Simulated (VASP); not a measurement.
Runs of VASP 6.6.1 on KCl. Symmetry: F-43m, No. 216, cubic system. Conventional cell: a = 7.015 Å, b = 7.015 Å, c = 7.015 Å, α = 90.00°, β = 90.00°, γ = 90.00°. Within 4.0 Å of K (site symmetry -43m) lie 4 Cl at 3.04 Å. Cl (site symmetry -43m) has 4 K at 3.04 Å within 4.0 Å. 

```tsv
level	k mesh	cutoff (eV)	smearing	grid for exact exchange (PRECFOCK)	screening parameter	gap on the mesh (eV)	pressure (GPa)
PBE	4 × 4 × 4	500	methfessel-paxton 0.05 eV	-	-	4.77	0.3
PBE	4 × 4 × 4	500	gaussian 0.5 eV	-	-	4.77	0.3
PBE+D4	4 × 4 × 4	500	gaussian 0.01 eV	-	-	4.77	(a)
PBE	4 × 4 × 4, shifted	500	gaussian 0.01 eV	-	-	5.03	0.3
HSE06	2 × 2 × 2	400	gaussian 0.01 eV	Normal	0.2079 1/Å	6.03	0.2
```

Alike in all rows: task single point; potentials or basis VASP PAW PBE potentials, release 64 (K_sv, Cl); no spin polarisation; cell as given.

Problem. Estimate the missing entries.

Solution. (a) -0.1.

Caveats: some runs use coarse meshes; the PAW data sets were made with another functional, which shifts forces and pressure a little (some runs).

A k mesh can miss the band edges.
